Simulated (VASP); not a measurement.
Runs of VASP 6.6.1 on Sb. The structure is that of space group Cmcm (No. 63), or close to it. The cells are those of the table. 

```tsv
cell	gap on the mesh (eV)	pressure (GPa)	largest force (eV/Å)
a = 3.470, b = 3.320, c = 5.330 Å, angles 90.0, 90.0, 121.5°, 2 atoms	none	0.0	0.05
a = 3.571, b = 3.273, c = 5.330 Å, angles 90.0, 90.0, 123.1°, 2 atoms	none	0.5	0.07
a = 3.546, b = 3.284, c = 5.330 Å, angles 90.0, 90.0, 122.7°, 2 atoms	none	0.3	0.07
a = 3.167, b = 3.474, c = 5.330 Å, angles 90.0, 90.0, 117.1°, 2 atoms	none	(a)	0.13
a = 3.268, b = 3.421, c = 5.330 Å, angles 90.0, 90.0, 118.5°, 2 atoms	none	0.0	0.06
```

Alike in all rows: task single point; level PBEsol; potentials or basis VASP PAW PBE potentials, release 64 (Sb); no spin polarisation; k mesh 18 × 18 × 10; cutoff (eV) 520; smearing gaussian 0.15 eV.

**Question.** Estimate the missing entries.

**Answer.** (a) 0.6.

Caveats: the PAW data sets were made with another functional, which shifts forces and pressure a little; spin-orbit coupling is left out, which moves the levels of the heavy elements.

A k mesh can miss the band edges, and the runs leave out spin-orbit coupling on Sb.

A gap of «none» marks levels without a gap at the run's occupations.
